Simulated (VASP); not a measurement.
# InCu3O3 (R-3c) in VASP: further runs

The runs below take InCu3O3 through relaxation of shape and atoms at fixed volume, with PBE.

Everything below comes from runs of VASP 6.6.1. Logs are shortened: lines on timing, memory, paths and dates and some standing lists are left out, and cuts for length are marked.

### 1 The cell of the first run

Symmetry: R-3c, No. 167, trigonal system. Conventional cell: a = 6.330 Å, b = 6.330 Å, c = 15.024 Å, α = 90.00°, β = 90.00°, γ = 120.00°. In (site symmetry -3) has 6 O at 2.28 Å and 12 Cu at 3.10 to 3.17 Å within 3.2 Å. Within 2.5 Å of Cu (site symmetry -1) lie 2 O at 1.86 Å. O (site symmetry 2) has 2 Cu at 1.86 Å and 2 In at 2.28 Å within 2.5 Å.

### 2 Relaxation of shape and atoms at fixed volume, PBE (12.42 Å³/atom)

Input file INCAR:

```
PREC     = Accurate       # precision mode
ENCUT    = 600            # plane-wave cutoff, eV
EDIFF    = 1E-6           # SCF threshold, eV
ISMEAR   = 0              # smearing method
SIGMA    = 0.1            # smearing width, eV
LREAL    = F              # projectors in reciprocal space
LASPH    = T              # aspherical terms in the spheres
NELM     = 100            # most SCF steps
ALGO     = Normal         # electronic algorithm
ISIF     = 4              # what is computed and relaxed
LWAVE    = F              # write WAVECAR
LCHARG   = F              # write CHGCAR
GGA      = PE             # functional
IBRION   = 2              # ionic algorithm
NSW      = 50             # ionic steps
EDIFFG   = -0.01          # ionic threshold
```

Input file KPOINTS:

```
Automatic mesh
0
Gamma
  6 6 6
```

Input file POSCAR:

```
InCu3O3
1.0
    3.1652263993      1.8274443137      5.0081411069
   -3.1652263993      1.8274443137      5.0081411069
    0.0000000000     -3.6548886274      5.0081411069
In Cu O
2 6 6
Direct
    0.5000000000      0.5000000000      0.5000000000
    0.0000000000      0.0000000000      0.0000000000
    0.5000000000      0.0000000000      0.0000000000
    0.5000000000      0.5000000000      0.0000000000
    0.0000000000      0.0000000000      0.5000000000
    0.5000000000      0.0000000000      0.5000000000
    0.0000000000      0.5000000000      0.5000000000
    0.0000000000      0.5000000000      0.0000000000
    0.3369582601      0.7500000000      0.1630417399
    0.6630417399      0.2500000000      0.8369582601
    0.7500000000      0.1630417399      0.3369582601
    0.2500000000      0.8369582601      0.6630417399
    0.8369582601      0.6630417399      0.2500000000
    0.1630417399      0.3369582601      0.7500000000
```

Potentials or basis: VASP PAW PBE potentials, release 64 (In_d, Cu, O).

On the command line:

```sh
cat potpaw_PBE.64/In_d/POTCAR potpaw_PBE.64/Cu/POTCAR potpaw_PBE.64/O/POTCAR > POTCAR
mpirun -np 1 vasp_std > vasp.out
```

OUTCAR:

```text
PREC = Accurate
   ENCUT = 600
   EDIFF = 1E-6
   ISMEAR = 0
   LREAL = F
   LASPH = T
   NELM = 100
   ISIF = 4
   GGA = PE
   IBRION = 2
   NSW = 50
   EDIFFG = -0.01

 ion  position               nearest neighbor table
   1  0.500  0.500  0.500-  11 2.28  12 2.28   9 2.28  10 2.28  13 2.28  14 2.28   6 3.10   7 3.10
                             6 3.10   7 3.10   4 3.10   4 3.10   5 3.17   5 3.17   8 3.17   3 3.17
   2  0.000  0.000  0.000-   9 2.28  10 2.28  11 2.28  12 2.28  13 2.28  14 2.28   3 3.10   8 3.10
                             8 3.10   3 3.10   5 3.10   5 3.10   4 3.17   4 3.17   7 3.17   6 3.17
   3  0.500  0.000  0.000-   9 1.86  10 1.86   2 3.10   2 3.10   1 3.17   1 3.17
   4  0.500  0.500  0.000-   9 1.86  10 1.86   1 3.10   1 3.10   2 3.17   2 3.17
   5  0.000  0.000  0.500-  11 1.86  12 1.86   2 3.10   2 3.10   1 3.17   1 3.17
   6  0.500  0.000  0.500-  11 1.86  12 1.86   1 3.10   1 3.10   2 3.17   2 3.17
   7  0.000  0.500  0.500-  13 1.86  14 1.86   1 3.10   1 3.10   2 3.17   2 3.17
   8  0.000  0.500  0.000-  13 1.86  14 1.86   2 3.10   2 3.10   1 3.17   1 3.17
   9  0.337  0.750  0.163-   4 1.86   3 1.86   2 2.28   1 2.28
  10  0.663  0.250  0.837-   4 1.86   3 1.86   2 2.28   1 2.28
  11  0.750  0.163  0.337-   5 1.86   6 1.86   1 2.28   2 2.28
  12  0.250  0.837  0.663-   5 1.86   6 1.86   1 2.28   2 2.28
  13  0.837  0.663  0.250-   7 1.86   8 1.86   1 2.28   2 2.28
  14  0.163  0.337  0.750-   7 1.86   8 1.86   1 2.28   2 2.28

  LATTYP: Found a trigonal (rhomboedric) cell.
 ALAT       =     6.1999748568
 COS(alpha) =     0.4787336411

  Lattice vectors:

 A1 = (   3.1652263993,   1.8274443137,   5.0081411069)
 A2 = (  -3.1652263993,   1.8274443137,   5.0081411069)
 A3 = (   0.0000000000,  -3.6548886274,   5.0081411069)

Analysis of symmetry for initial positions (statically):
=====================================================================
 Subroutine PRICEL returns:
 Original cell was already a primitive cell.

 Routine SETGRP: Setting up the symmetry group for a
 trigonal (rhombohedral) supercell.

 Subroutine GETGRP returns: Found 12 space group operations
 (whereof  6 operations were pure point group operations)
 out of a pool of 12 trial point group operations.

The static configuration has the point symmetry S_6 .
 The point group associated with its full space group is D_3d.

Analysis of symmetry for dynamics (positions and initial velocities):
=====================================================================
 Subroutine PRICEL returns:
 Original cell was already a primitive cell.

 Routine SETGRP: Setting up the symmetry group for a
 trigonal (rhombohedral) supercell.

 Subroutine GETGRP returns: Found 12 space group operations
 (whereof  6 operations were pure point group operations)
 out of a pool of 12 trial point group operations.

The dynamic configuration has the point symmetry S_6 .
 The point group associated with its full space group is D_3d.

 Subroutine INISYM returns: Found 12 space group operations
 (whereof  6 operations are pure point group operations),
 and found     1 'primitive' translations

----------------------------------------------------------------------------------------

                                     Primitive cell

  volume of cell :     173.8108

  direct lattice vectors                    reciprocal lattice vectors
     3.165226399  1.827444314  5.008141107     0.157966583  0.091202049  0.066558295
    -3.165226399  1.827444314  5.008141107    -0.157966583  0.091202049  0.066558295
     0.000000000 -3.654888627  5.008141107     0.000000000 -0.182404099  0.066558295

  length of vectors
     6.199974857  6.199974857  6.199974857     0.194168128  0.194168128  0.194168128

  position of ions in fractional coordinates (direct lattice)
     0.500000000  0.500000000  0.500000000
     0.000000000  0.000000000  0.000000000
     0.500000000  0.000000000  1.000000000
     0.500000000  0.500000000  1.000000000
     1.000000000  1.000000000  0.500000000
     0.500000000  0.000000000  0.500000000
     0.000000000  0.500000000  0.500000000
     0.000000000  0.500000000  1.000000000
     0.336958260  0.750000000  0.163041740
     0.663041740  0.250000000  0.836958260
     0.750000000  0.163041740  0.336958260
     0.250000000  0.836958260  0.663041740
     0.836958260  0.663041740  0.250000000
     0.163041740  0.336958260  0.750000000

  ion indices of the primitive-cell ions
   primitive index   ion index
                 1           1
                 2           2
                 3           3
                 4           4
                 5           5
                 6           6
                 7           7
                 8           8
                 9           9
                10          10
                11          11
                12          12
                13          13
                14          14

----------------------------------------------------------------------------------------

 KPOINTS: Automatic mesh

Automatic generation of k-mesh.
 Grid dimensions read from file:
 generate k-points for:    6    6    6

 Generating k-lattice:

  Cartesian coordinates                     Fractional coordinates (reciprocal lattice)
     0.026327764  0.015200342  0.011093049     0.166666667  0.000000000 -0.000000000
    -0.026327764  0.015200342  0.011093049     0.000000000  0.166666667 -0.000000000
     0.000000000 -0.030400683  0.011093049    -0.000000000 -0.000000000  0.166666667

  Length of vectors
     0.032361355  0.032361355  0.032361355

  Shift w.r.t. Gamma in fractional coordinates (k-lattice)
     0.000000000  0.000000000  0.000000000

 Subroutine IBZKPT returns following result:
 ===========================================

 Found     32 irreducible k-points:

 Following reciprocal coordinates:
            Coordinates               Weight
  0.000000  0.000000  0.000000      1.000000
  0.166667  0.000000  0.000000      6.000000
  0.333333  0.000000  0.000000      6.000000
  0.500000  0.000000  0.000000      3.000000
  0.166667  0.166667  0.000000      6.000000
  0.333333  0.166667  0.000000     12.000000
[... 16 lines left out ...]
  0.500000  0.500000  0.166667      6.000000
 -0.333333  0.500000  0.166667     12.000000
 [... further k-points ...]
   k-points           NKPTS =     32   k-points in BZ     NKDIM =     32   number of bands    NBANDS=     76
   number of dos      NEDOS =    301   number of ions     NIONS =     14
   total plane-waves  NPLWV = 125000
   dimension x,y,z NGX =    50 NGY =   50 NGZ =   50
   dimension x,y,z NGXF=   100 NGYF=  100 NGZF=  100
   ions per type =               2   6   6
   NGX,Y,Z   is equivalent  to a cutoff of  13.41, 13.41, 13.41 a.u.
   NGXF,Y,Z  is equivalent  to a cutoff of  26.81, 26.81, 26.81 a.u.
 SYSTEM =  unknown system
   PREC   = accura    normal or accurate (medium, high low for compatibility)
   ISTART =      0    job   : 0-new  1-cont  2-samecut
   ICHARG =      2    charge: 1-file 2-atom 10-const
   ISPIN  =      1    spin polarized calculation?
   LNONCOLLINEAR =      F non collinear calculations
   LSORBIT =      F    spin-orbit coupling
   LASPH  =      T    aspherical Exc in radial PAW
   ENCUT  =  600.0 eV  44.10 Ry    6.64 a.u.  12.38 12.38 12.38*2*pi/ulx,y,z
   NELM   =    100;   NELMIN=  2; NELMDL= -5     # of ELM steps
   EDIFF  = 0.1E-05   stopping-criterion for ELM
   LREAL  =      F    real-space projection
   EDIFFG = -.1E-01   stopping-criterion for IOM
   NSW    =     50    number of steps for IOM
   IBRION =      2    ionic relax: 0-MD 1-quasi-New 2-CG
   NFREE  =      1    steps in history (QN), initial steepest desc. (CG)
   ISIF   =      4    stress and relaxation
   ISYM   =      2    0-nonsym 1-usesym 2-fastsym
   POTIM  = 0.5000    time-step for ionic-motion
   TEBEG  =    0.0;   TEEND  =   0.0 temperature during run
   PSTRESS=    0.0 pullay stress
   NELECT =     128.0000    total number of electrons
   NUPDOWN=      -1.0000    fix difference up-down
   EMIN   =  10.00;   EMAX   =-10.00  energy-range for DOS
   EFERMI =   0.00;   METHOD = LEGACY
   ISMEAR =     0;   SIGMA  =   0.10  broadening in eV -4-tet -1-fermi 0-gaus
   EFERMI_NEDOS =   21; number of points for ismear=-14 and -15
   IALGO  =     38    algorithm
   IMIX   =      4    mixing-type and parameters
     AMIX     =   0.40;   BMIX     =  1.00
     AMIX_MAG =   1.60;   BMIX_MAG =  1.00
  volume/ion in A,a.u.               =      12.42        83.78
  Fermi-wavevector in a.u.,A,eV,Ry     =   1.478379  2.793732 29.736971  2.185606
  Thomas-Fermi vector in A             =   2.592668
   LORBIT       =      0    0 simple, 1 ext, 2 COOP (PROOUT), +10 PAW based schemes
   GGA     = PE    functional components
   LHFCALC =     F    Hartree Fock is set to
   AEXX    =    0.0000 exact exchange contribution
   IVDW    =     0    specifies the selected vdW correction
   LEPSILON=     F    determine dielectric tensor
   LRPA    =     F    only Hartree local field effects (RPA)
 conjugate gradient relaxation of ions
 non-spin polarized calculation
 Gauss-broadening in eV      SIGMA  =   0.10
  energy-cutoff  :      600.00
  volume of cell :      173.81
 maximum number of plane-waves:      5825
 NGX is ok and might be reduce to    50
   NGX = 25   NGY = 25   NGZ = 25

--------------------------------------- Ionic step        1  -------------------------------------------

 number of electron     128.0000060 magnetization

 Free energy of the ion-electron system (eV)
  ---------------------------------------------------
  ext. energy  EPLUGINS =         0.00000000
  ---------------------------------------------------
  free energy    TOTEN  =       -66.36736634 eV

  energy without entropy =      -66.35952223  energy(sigma->0) =      -66.36344429

------------------------ aborting loop because EDIFF is reached ----------------------------------------

  FORCE on cell =-STRESS in cart. coord.  units (eV):
  Direction    XX          YY          ZZ          XY          YZ          ZX
  --------------------------------------------------------------------------------------
  -------------------------------------------------------------------------------------
  Total        4.5030433      4.5030433      5.6123138     -0.0000000     -0.0000000      0.0000000
  in kB       41.5087799     41.5087799     51.7339675     -0.0000000     -0.0000000      0.0000000
  external PRESSURE =      44.9171758 kB  Pullay stress =       0.0000000 kB
[... 129 lines left out ...]
  energy  without entropy=      -66.3920038520  energy(sigma->0) =      -66.39589796

--------------------------------------- Ionic step        4  -------------------------------------------

 number of electron     128.0000072 magnetization

 Free energy of the ion-electron system (eV)
  ---------------------------------------------------
  ext. energy  EPLUGINS =         0.00000000
  ---------------------------------------------------
  free energy    TOTEN  =       -66.40027935 eV

  energy without entropy =      -66.39248540  energy(sigma->0) =      -66.39638238

 E-fermi :   6.3770     XC(G=0): -11.3602

 val. band max:        6.3508812535   @ k =   0.1667   0.0000   0.0000
 cond. band min:       6.3816759806   @ k =   0.1667   0.1667   0.1667
 fundamental gap:      0.0307947271
 Fermi energy:         6.3770323542

 k-point     1 :       0.0000    0.0000    0.0000
  band No.  band energies     occupation
      1     -13.5740      2.00000
      2     -13.0988      2.00000
      3     -13.0988      2.00000
      4     -12.7373      2.00000
      5     -12.7373      2.00000
      6     -12.6443      2.00000
[... 1885 lines left out ...]
     75      12.8613      0.00000
     76      13.0167      0.00000

 [... further k-points ...]
[... 5 lines left out ...]
  --------------------------------------------------------------------------------------
  -------------------------------------------------------------------------------------
  Total        3.4507432      3.4507432      3.4348770     -0.0000000     -0.0000000      0.0000000
  in kB       31.8087417     31.8087417     31.6624873     -0.0000000     -0.0000000      0.0000000
  external PRESSURE =      31.7599902 kB  Pullay stress =       0.0000000 kB
[... 29 lines left out ...]
  FREE ENERGIE OF THE ION-ELECTRON SYSTEM (eV)
  ---------------------------------------------------
  free  energy   TOTEN  =       -66.4002793513 eV

  energy  without entropy=      -66.3924854006  energy(sigma->0) =      -66.39638238

 reached required accuracy - stopping structural energy minimisation
```

It took 39 min on 1 thread of Intel Xeon Platinum 8259CL at 2.50GHz (Skylake/Cascade Lake), shared host; peak memory 0.63 GiB.

Results:

```
Free energy               : -66.4003 eV
Energy gained by relaxing : 2.4 meV/atom
Ionic steps               : 4
Pressure after relaxing   : 3.2 GPa
Band gap on the k mesh    : zero (bands 64 and 65 overlap by 0.14 eV)
```

Step by step:
| step | energy change (eV) | largest force (eV/Å) | pressure (GPa) | volume (Å³) |
| --- | --- | --- | --- | --- |
| 1 | 0.0000 | 0.2723 | 4.49 | 173.81 |
| 2 | -0.0197 | 0.1709 | 4.05 | 173.81 |
| 3 | -0.0324 | 0.0301 | 3.08 | 173.81 |
| 4 | -0.0329 | 0.0001 | 3.18 | 173.81 |

Final structure:
```xyz
14
Lattice="3.1540 1.8210 5.0439 -3.1540 1.8210 5.0439 0.0000 -3.6419 5.0439" Properties=species:S:1:pos:R:3 pbc="T T T"
In    0.0000    0.0000    7.5658
In    0.0000    0.0000    0.0000
Cu    1.5770    0.9105    2.5219
Cu    0.0000    1.8210    5.0439
Cu    0.0000   -1.8210    2.5219
Cu    1.5770   -0.9105    5.0439
Cu   -1.5770   -0.9105    5.0439
Cu   -1.5770    0.9105    2.5219
O    -1.3210    1.3538    6.3048
O     1.3210   -1.3538    8.8268
O     1.8330    0.4671    6.3048
O    -1.8330   -0.4671    8.8268
O     0.5119    1.8210    8.8268
O    -0.5119   -1.8210    6.3048
```

Levels at points of the mesh, in eV from the Fermi level:
```tsv
k point	band 61	band 62	band 63	band 64	band 65	band 66	band 67	band 68
(0.00, 0.00, 0.00)	-0.89	-0.89	-0.24	0.14	0.14	0.58	2.29	2.84
(0.50, 0.00, 0.00)	-0.73	-0.73	-0.60	-0.60	1.22	1.22	2.30	2.30
(0.50, 0.50, 0.00)	-0.91	-0.88	-0.61	-0.59	1.12	2.60	2.65	2.85
(0.50, 0.50, 0.50)	-0.73	-0.73	-0.73	-0.73	1.27	1.27	2.96	2.96
```

Caveat: spin-orbit coupling is left out, which moves the levels of the heavy elements. With open d or f shells a metallic result of PBE can be an artefact of self-interaction; +U or a hybrid may open a gap.

### 3 Relaxation of shape and atoms at fixed volume, PBE (14.08 Å³/atom)

This run uses another cell than the first one, of 14.08 Å³/atom.

Input file INCAR:

```
ALGO = Fast
EDIFF = 1E-6
EDIFFG = -0.01
ENCUT = 600
GGA = PE
IBRION = 2
ISIF = 4
ISMEAR = 0
LASPH = T
LCHARG = F
LREAL = F
LWAVE = F
NELM = 100
NSW = 50
PREC = Accurate
SIGMA = 0.1
```

Input file KPOINTS:

```
k-points
0
Gamma
  6 6 6
```

Input file POSCAR:

```
InCu3O3
1.0
    3.3170937062      1.9151249442      5.1712029880
   -3.3170937062      1.9151249442      5.1712029880
    0.0000000000     -3.8302498884      5.1712029880
In Cu O
2 6 6
Direct
    0.5000000000      0.5000000000      0.5000000000
    0.0000000000      0.0000000000      0.0000000000
    0.5000000000      0.0000000000      0.0000000000
    0.5000000000      0.5000000000      0.0000000000
    0.0000000000      0.0000000000      0.5000000000
    0.5000000000      0.0000000000      0.5000000000
    0.0000000000      0.5000000000      0.5000000000
    0.0000000000      0.5000000000      0.0000000000
    0.3444737491      0.7500000000      0.1555262509
    0.6555262509      0.2500000000      0.8444737491
    0.7500000000      0.1555262509      0.3444737491
    0.2500000000      0.8444737491      0.6555262509
    0.8444737491      0.6555262509      0.2500000000
    0.1555262509      0.3444737491      0.7500000000
```

Potentials or basis: VASP PAW PBE potentials, release 64 (In_d, Cu, O).

On the command line:

```sh
cat potpaw_PBE.64/In_d/POTCAR potpaw_PBE.64/Cu/POTCAR potpaw_PBE.64/O/POTCAR > POTCAR
mpirun -np 1 vasp_std > vasp.out
```

It took 57 min on 1 thread of Oxide Virtual Turin-like, shared host; peak memory 0.68 GiB.

Results (log left out):

```
Free energy               : -66.0414 eV
Energy gained by relaxing : 0.6 meV/atom
Ionic steps               : 4
Pressure after relaxing   : -7.1 GPa
Band gap on the k mesh    : zero (bands 64 and 65 overlap by 0.22 eV)
```

The path:
```csv
step,energy change (eV),largest force (eV/Å),pressure (GPa),volume (Å³)
1,0.0000,0.1197,-7.78,197.11
2,-0.0039,0.0860,-7.54,197.11
3,-0.0076,0.0292,-7.26,197.11
4,-0.0081,0.0017,-7.11,197.11
```

Final structure:
```
In Cu O
1.0
     3.32218    1.91806    5.15537
    -3.32218    1.91806    5.15537
     0.00000   -3.83613    5.15537
In Cu O
2 6 6
Direct
  0.50000 0.50000 0.50000
  0.00000 0.00000 0.00000
  0.50000 0.00000 0.00000
  0.50000 0.50000 0.00000
  0.00000 0.00000 0.50000
  0.50000 0.00000 0.50000
  0.00000 0.50000 0.50000
  0.00000 0.50000 0.00000
  0.34756 0.75000 0.15244
  0.65244 0.25000 0.84756
  0.75000 0.15244 0.34756
  0.25000 0.84756 0.65244
  0.84756 0.65244 0.25000
  0.15244 0.34756 0.75000
```

Levels at points of the mesh, in eV from the Fermi level:
| k point | band 62 | band 63 | band 64 | band 65 | band 66 | band 67 |
| --- | --- | --- | --- | --- | --- | --- |
| (0.00, 0.00, 0.00) | -0.54 | -0.37 | 0.18 | 0.18 | 1.50 | 2.52 |
| (0.50, 0.00, 0.00) | -0.55 | -0.38 | -0.38 | 0.90 | 0.90 | 2.41 |
| (0.50, 0.50, 0.00) | -0.64 | -0.50 | -0.41 | 0.64 | 1.98 | 2.69 |
| (0.50, 0.50, 0.50) | -0.57 | -0.57 | -0.57 | 0.99 | 0.99 | 3.16 |

Caveat: spin-orbit coupling is left out, which moves the levels of the heavy elements. With open d or f shells a metallic result of PBE can be an artefact of self-interaction; +U or a hybrid may open a gap.
